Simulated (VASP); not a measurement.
## SnTe: single point with PBE

The system is SnTe.

```
Sn Te
1.0
     0.00000    3.61115    3.61115
     3.61115    0.00000    3.61115
     3.61115    3.61115    0.00000
Sn Te
1 1
Cartesian
  0.0000 0.0000 0.0000
  5.4167 5.4167 5.4167
```

* Program: VASP 6.6.1
* Task: single point
* Functional: PBE
* Potentials or basis: VASP PAW PBE potentials, release 64 (Sn_d, Te)
* Cutoff: 520 eV
* k mesh: 10 × 10 × 10
* Occupations: gaussian, width 0.03 eV
* Spin: no spin polarisation

| Property | Result |
| --- | --- |
| Pressure | -0.1 GPa |
| Band gap on the k mesh | 0.16 eV, indirect (least direct gap 0.80 eV) |

Levels at points of the mesh, in eV from the valence-band top:
```
           k point  band 7  band 8  band 9  band 10  band 11  band 12  band 13  band 14
(0.00, 0.00, 0.00)   -5.14   -1.89   -1.89    -1.89     1.05     1.05     1.05     4.17
(0.50, 0.00, 0.00)   -6.96   -2.42   -2.42    -2.00     1.85     1.85     3.45     5.72
(0.50, 0.50, 0.00)   -7.32   -3.08   -3.08    -0.63     0.16     3.92     3.92     5.46
```

Run time: 44 s on 1 thread of Intel(R) Xeon(R) 6975P-C (Granite Rapids), on a shared host, peak memory 0.27 GiB.

Caveat: spin-orbit coupling is left out, which moves the levels of the heavy elements. A k mesh can miss the band edges.
